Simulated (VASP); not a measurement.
# B (I4/mmm) in VASP: a series of runs

B is run at these levels: PBE; tasks: single point, relaxation of cell and atoms.

Program: VASP 6.6.1. These are calculated values, not measurements. Logs are shortened: lines on timing, memory, paths and dates and some standing lists are left out, and cuts for length are marked.

**1. The cell of the first run**

It takes space group I4/mmm (No. 139, tetragonal). The conventional cell has a = 2.239 Å, b = 2.239 Å, c = 5.343 Å, α = 90.00°, β = 90.00°, γ = 90.00°. B (site symmetry 4mm) has 9 B at 1.68 to 2.24 Å within 2.3 Å.

The cell was built from a structure type or drawn by symmetry, and may not be a known phase.

**2. Single point, PBE**

Input file INCAR:

```
PREC = Accurate ; ENCUT = 520
EDIFF = 1E-6 ; ISMEAR = 0
SIGMA = 0.1 ; LREAL = False
LASPH = True ; NELM = 80
ALGO = Normal ; ISIF = 2
LWAVE = False ; LCHARG = False
GGA = PE ; NBANDS = 10
```

Input file KPOINTS:

```
regular mesh
0
Gamma
  34 34 34
```

Input file POSCAR:

```
B
1.0
   -1.1195516308      1.1195516308      2.6712738132
    1.1195516308     -1.1195516308      2.6712738132
    1.1195516308      1.1195516308     -2.6712738132
B
2
Direct
    0.3423105014      0.3423105014      0.0000000000
    0.6576894986      0.6576894986      0.0000000000
```

Potentials or basis: VASP PAW PBE potentials, release 64 (B).

The run is started by

```console
cat potpaw_PBE.64/B/POTCAR > POTCAR
mpirun -np 1 vasp_std > vasp.out
```

OUTCAR:

```text
PREC = Accurate
   ENCUT = 520
   EDIFF = 1E-6
   ISMEAR = 0
   LREAL = False
   LASPH = True
   NELM = 80
   ISIF = 2
   GGA = PE

 ion  position               nearest neighbor table
   1  0.342  0.342  0.000-   2 1.68   2 1.87   2 1.87   2 1.87   2 1.87
   2  0.658  0.658  0.000-   1 1.68   1 1.87   1 1.87   1 1.87   1 1.87

  LATTYP: Found a body centered tetragonal cell.
 ALAT       =     2.2391032616
 C/A-ratio  =     2.3860210996

  Lattice vectors:

 A1 = (  -1.1195516308,   1.1195516308,   2.6712738132)
 A2 = (   1.1195516308,  -1.1195516308,   2.6712738132)
 A3 = (   1.1195516308,   1.1195516308,  -2.6712738132)

Analysis of symmetry for initial positions (statically):
=====================================================================
 Subroutine PRICEL returns:
 Original cell was already a primitive cell.

 Routine SETGRP: Setting up the symmetry group for a
 body centered tetragonal supercell.

 Subroutine GETGRP returns: Found 16 space group operations
 (whereof 16 operations were pure point group operations)
 out of a pool of 16 trial point group operations.

The static configuration has the point symmetry D_4h.

Analysis of symmetry for dynamics (positions and initial velocities):
=====================================================================
 Subroutine PRICEL returns:
 Original cell was already a primitive cell.

 Routine SETGRP: Setting up the symmetry group for a
 body centered tetragonal supercell.

 Subroutine GETGRP returns: Found 16 space group operations
 (whereof 16 operations were pure point group operations)
 out of a pool of 16 trial point group operations.

The dynamic configuration has the point symmetry D_4h.

 Subroutine INISYM returns: Found 16 space group operations
 (whereof 16 operations are pure point group operations),
 and found     1 'primitive' translations

----------------------------------------------------------------------------------------

                                     Primitive cell

  volume of cell :      13.3927

  direct lattice vectors                    reciprocal lattice vectors
    -1.119551631  1.119551631  2.671273813     0.000000000  0.446607362  0.187176619
     1.119551631 -1.119551631  2.671273813     0.446607362  0.000000000  0.187176619
     1.119551631  1.119551631 -2.671273813     0.446607362  0.446607362  0.000000000

  length of vectors
     3.105236785  3.105236785  3.105236785     0.484245002  0.484245002  0.631598188

  position of ions in fractional coordinates (direct lattice)
     0.342310501  0.342310501  0.000000000
     0.657689499  0.657689499  0.000000000

  ion indices of the primitive-cell ions
   primitive index   ion index
                 1           1
                 2           2

----------------------------------------------------------------------------------------

 KPOINTS: regular mesh

Automatic generation of k-mesh.
 Grid dimensions read from file:
 generate k-points for:   34   34   34

 Generating k-lattice:

  Cartesian coordinates                     Fractional coordinates (reciprocal lattice)
     0.000000000  0.013135511  0.005505195     0.029411765  0.000000000  0.000000000
     0.013135511  0.000000000  0.005505195     0.000000000  0.029411765  0.000000000
     0.013135511  0.013135511  0.000000000     0.000000000  0.000000000  0.029411765

  Length of vectors
     0.014242500  0.014242500  0.018576417

  Shift w.r.t. Gamma in fractional coordinates (k-lattice)
     0.000000000  0.000000000  0.000000000

 Subroutine IBZKPT returns following result:
 ===========================================

 Found   2844 irreducible k-points:

 Following reciprocal coordinates:
            Coordinates               Weight
  0.000000  0.000000  0.000000      1.000000
  0.029412  0.000000 -0.000000      8.000000
  0.058824  0.000000 -0.000000      8.000000
  0.088235  0.000000  0.000000      8.000000
  0.117647 -0.000000  0.000000      8.000000
  0.147059 -0.000000  0.000000      8.000000
[... 16 lines left out ...]
  0.147059  0.029412  0.000000     16.000000
  0.176471  0.029412  0.000000     16.000000
 [... further k-points ...]
   k-points           NKPTS =   2844   k-points in BZ     NKDIM =   2844   number of bands    NBANDS=     10
   number of dos      NEDOS =    301   number of ions     NIONS =      2
   total plane-waves  NPLWV =  13824
   dimension x,y,z NGX =    24 NGY =   24 NGZ =   24
   dimension x,y,z NGXF=    48 NGYF=   48 NGZF=   48
   ions per type =               2
   NGX,Y,Z   is equivalent  to a cutoff of  12.85, 12.85, 12.85 a.u.
   NGXF,Y,Z  is equivalent  to a cutoff of  25.70, 25.70, 25.70 a.u.
 SYSTEM =  unknown system
   PREC   = accura    normal or accurate (medium, high low for compatibility)
   ISTART =      0    job   : 0-new  1-cont  2-samecut
   ICHARG =      2    charge: 1-file 2-atom 10-const
   ISPIN  =      1    spin polarized calculation?
   LNONCOLLINEAR =      F non collinear calculations
   LSORBIT =      F    spin-orbit coupling
   LASPH  =      T    aspherical Exc in radial PAW
   ENCUT  =  520.0 eV  38.22 Ry    6.18 a.u.   5.77  5.77  5.77*2*pi/ulx,y,z
   NELM   =     80;   NELMIN=  2; NELMDL= -5     # of ELM steps
   EDIFF  = 0.1E-05   stopping-criterion for ELM
   LREAL  =      F    real-space projection
[... 7 lines left out ...]
   TEBEG  =    0.0;   TEEND  =   0.0 temperature during run
   PSTRESS=    0.0 pullay stress
   NELECT =       6.0000    total number of electrons
   NUPDOWN=      -1.0000    fix difference up-down
   EMIN   =  10.00;   EMAX   =-10.00  energy-range for DOS
   EFERMI =   0.00;   METHOD = LEGACY
   ISMEAR =     0;   SIGMA  =   0.10  broadening in eV -4-tet -1-fermi 0-gaus
   EFERMI_NEDOS =   21; number of points for ismear=-14 and -15
   IALGO  =     38    algorithm
   IMIX   =      4    mixing-type and parameters
     AMIX     =   0.40;   BMIX     =  1.00
     AMIX_MAG =   1.60;   BMIX_MAG =  1.00
  volume/ion in A,a.u.               =       6.70        45.19
  Fermi-wavevector in a.u.,A,eV,Ry     =   1.252669  2.367201 21.349988  1.569180
  Thomas-Fermi vector in A             =   2.386558
   LORBIT       =      0    0 simple, 1 ext, 2 COOP (PROOUT), +10 PAW based schemes
   GGA     = PE    functional components
   LHFCALC =     F    Hartree Fock is set to
   AEXX    =    0.0000 exact exchange contribution
   IVDW    =     0    specifies the selected vdW correction
   LEPSILON=     F    determine dielectric tensor
   LRPA    =     F    only Hartree local field effects (RPA)
 non-spin polarized calculation
 Gauss-broadening in eV      SIGMA  =   0.10
  energy-cutoff  :      520.00
  volume of cell :       13.39
 maximum number of plane-waves:       371
   NGX = 11   NGY = 11   NGZ = 11

 number of electron       6.0000000 magnetization

 Free energy of the ion-electron system (eV)
  ---------------------------------------------------
  ext. energy  EPLUGINS =         0.00000000
  ---------------------------------------------------
  free energy    TOTEN  =       -12.18682830 eV

  energy without entropy =      -12.18549889  energy(sigma->0) =      -12.18616359

 E-fermi :   8.1038     XC(G=0): -12.2430

 val. band max:        8.0993409791   @ k =   0.2647   0.2059   0.0882
 cond. band min:       8.1074232168   @ k =  -0.2941  -0.3824   0.2353
 fundamental gap:      0.0080822378
 Fermi energy:         8.1037556988

 k-point     1 :       0.0000    0.0000    0.0000
  band No.  band energies     occupation
      1      -8.9795      2.00000
      2       4.7925      2.00000
      3      11.3606      0.00000
      4      13.2290      0.00000
      5      13.2290      0.00000
      6      18.8161      0.00000
      7      18.8161      0.00000
      8      24.3301      0.00000
      9      24.4222      0.00000
     10      28.7760      0.00000

 k-point     2 :       0.0294    0.0000   -0.0000
  band No.  band energies     occupation
      1      -8.9554      2.00000
      2       4.7755      2.00000
      3      11.3451      0.00000
      4      13.1452      0.00000
      5      13.2419      0.00000
      6      18.6913      0.00000
      7      18.8346      0.00000
      8      24.3921      0.00000
      9      24.5226      0.00000
     10      28.7884      0.00000

 k-point     3 :       0.0588    0.0000   -0.0000
  band No.  band energies     occupation
      1      -8.8833      2.00000
      2       4.7268      2.00000
      3      11.2390      0.00000
      4      12.9752      0.00000
      5      13.2810      0.00000
      6      18.3435      0.00000
      7      18.8889      0.00000
      8      24.3876      0.00000
      9      24.9894      0.00000
     10      28.8077      0.00000

 k-point     4 :       0.0882    0.0000    0.0000
  band No.  band energies     occupation
      1      -8.7630      2.00000
      2       4.6517      2.00000
      3      10.8944      0.00000
      4      12.9181      0.00000
      5      13.3467      0.00000
      6      17.8367      0.00000
      7      18.9754      0.00000
      8      24.3712      0.00000
      9      25.7089      0.00000
     10      28.8299      0.00000
[... 222 lines left out ...]
 k-point    22 :       0.1176    0.0294    0.0000
  band No.  band energies     occupation
      1      -8.5432      2.00000
      2       4.3588      2.00000
      3      10.2905      0.00000
      4      12.7894      0.00000
      5      13.7199      0.00000
      6      17.3604      0.00000
      7      19.0963      0.00000
      8      24.4249      0.00000
      9      26.5606      0.00000
     10      28.8556      0.00000

 k-point    23 :       0.1471    0.0294    0.0000
  band No.  band energies     occupation
      1      -8.3202      2.00000
      2       4.2305      2.00000
      3       9.4136      0.00000
      4      12.9985      0.00000
      5      14.0024      0.00000
      6      16.7735      0.00000
      7      19.2488      0.00000
      8      24.3996      0.00000
      9      27.5033      0.00000
     10      28.8821      0.00000

 k-point    24 :       0.1765    0.0294    0.0000
  band No.  band energies     occupation
      1      -8.0492      2.00000
      2       4.1069      2.00000
      3       8.4402      0.00000
      4      13.2228      0.00000
      5      14.3357      0.00000
      6      16.2417      0.00000
      7      19.4042      0.00000
      8      24.3728      0.00000
      9      28.2752      0.00000
     10      29.1068      0.00000

 [... further k-points ...]

------------------------ aborting loop because EDIFF is reached ----------------------------------------

  FORCE on cell =-STRESS in cart. coord.  units (eV):
  Direction    XX          YY          ZZ          XY          YZ          ZX
  --------------------------------------------------------------------------------------
  -------------------------------------------------------------------------------------
  Total       -0.0089569     -0.0089569      0.0055067      0.0000000     -0.0000000      0.0000000
  in kB       -1.0715206     -1.0715206      0.6587729      0.0000000     -0.0000000      0.0000000
  external PRESSURE =      -0.4947561 kB  Pullay stress =       0.0000000 kB

 VOLUME and BASIS-vectors are now :
 -----------------------------------------------------------------------------
  energy-cutoff  :      520.00
  volume of cell :       13.39
      direct lattice vectors                 reciprocal lattice vectors
    -1.119551631  1.119551631  2.671273813     0.000000000  0.446607362  0.187176619
     1.119551631 -1.119551631  2.671273813     0.446607362  0.000000000  0.187176619
     1.119551631  1.119551631 -2.671273813     0.446607362  0.446607362  0.000000000

 POSITION                                       TOTAL-FORCE (eV/Angst)
 -----------------------------------------------------------------------------------
      0.00000      0.00000      1.82881         0.000000      0.000000     -0.003614
      0.00000      0.00000      3.51374        -0.000000     -0.000000      0.003614
 -----------------------------------------------------------------------------------
    total drift:                                0.000000      0.000000     -0.000000

  FREE ENERGIE OF THE ION-ELECTRON SYSTEM (eV)
  ---------------------------------------------------
  free  energy   TOTEN  =       -12.1868283004 eV

  energy  without entropy=      -12.1854988869  energy(sigma->0) =      -12.18616359
```

Wall time 2.7 min (1 thread of Intel Xeon Platinum 8375C at 2.90GHz (Ice Lake), shared host); peak memory 0.41 GiB.

Results:

```
Free energy            : -12.1868 eV
Pressure               : 0.0 GPa
Largest force          : 0.004 eV/Å
Band gap on the k mesh : zero (bands 3 and 4 overlap by 6.42 eV)
```

Forces in eV/Å, atoms in the order of the input:
```
B    0.000  0.000 -0.004
B    0.000  0.000  0.004
```

**3. Relaxation of cell and atoms, PBE**

Input file INCAR:

```
PREC = Accurate
ENCUT = 600
EDIFF = 1E-7
ISMEAR = 0
SIGMA = 0.1
LREAL = False
LASPH = True
NELM = 100
ALGO = Normal
ISIF = 3
LWAVE = False
LCHARG = False
GGA = PE
IBRION = 2
NSW = 100
EDIFFG = -0.01
```

Input file KPOINTS:

```
Automatic mesh
0
Gamma
  34 34 34
```

Input file POSCAR:

```
B
1.0
   -1.1199362344      1.1199362344      2.6701733845
    1.1199362344     -1.1199362344      2.6701733845
    1.1199362344      1.1199362344     -2.6701733845
B
2
Direct
    0.3423791642      0.3423791642      0.0000000000
    0.6576208358      0.6576208358      0.0000000000
```

Potentials or basis: VASP PAW PBE potentials, release 64 (B).

The run is started by

```console
cat potpaw_PBE.64/B/POTCAR > POTCAR
mpirun -np 1 vasp_std > vasp.out
```

It took 9.8 min on 1 thread of Intel Xeon Platinum 8375C at 2.90GHz (Ice Lake), shared host; peak memory 0.42 GiB.

Results (log left out):

| Item | Value |
| --- | --- |
| Free energy | -12.1886 eV |
| Relaxed volume | 6.70 Å³/atom |
| Relaxed cell | a = 3.105 Å, b = 3.105 Å, c = 3.105 Å, α = 137.73°, β = 137.73°, γ = 61.32° |
| Space group after relaxing (to 0.1 Å) | I4/mmm (No. 139) |
| Energy gained by relaxing | 0.0 meV/atom |
| Ionic steps | 3 |
| Pressure after relaxing | -0.1 GPa |
| Largest force after relaxing | 0.007 eV/Å |
| Band gap on the k mesh | zero (bands 3 and 4 overlap by 6.42 eV) |

Forces in eV/Å, atoms in the order of the input:
```
B    0.000  0.000  0.007
B    0.000  0.000 -0.007
```

Stress tensor (GPa, compression positive):
```
-0.17  0.00  0.00
 0.00 -0.17  0.00
 0.00  0.00  0.01
```

Final structure:
```
B
1.0
    -1.11965    1.11965    2.67111
     1.11965   -1.11965    2.67111
     1.11965    1.11965   -2.67111
B
2
Direct
  0.34228 0.34228 0.00000
  0.65772 0.65772 0.00000
```

Levels at points of the mesh, in eV from the Fermi level:
```
           k point  band 1  band 2  band 3  band 4  band 5  band 6
(0.00, 0.00, 0.00)  -17.08   -3.31    3.26    5.12    5.12   10.71
(0.50, 0.00, 0.00)  -10.46   -9.93   -4.39    3.48    8.14   10.63
(0.50, 0.50, 0.00)   -7.32   -4.68   -2.75   -0.24    0.46    1.36
(0.50, 0.50, 0.50)  -14.07  -11.54    2.83    2.83   12.94   14.65
```
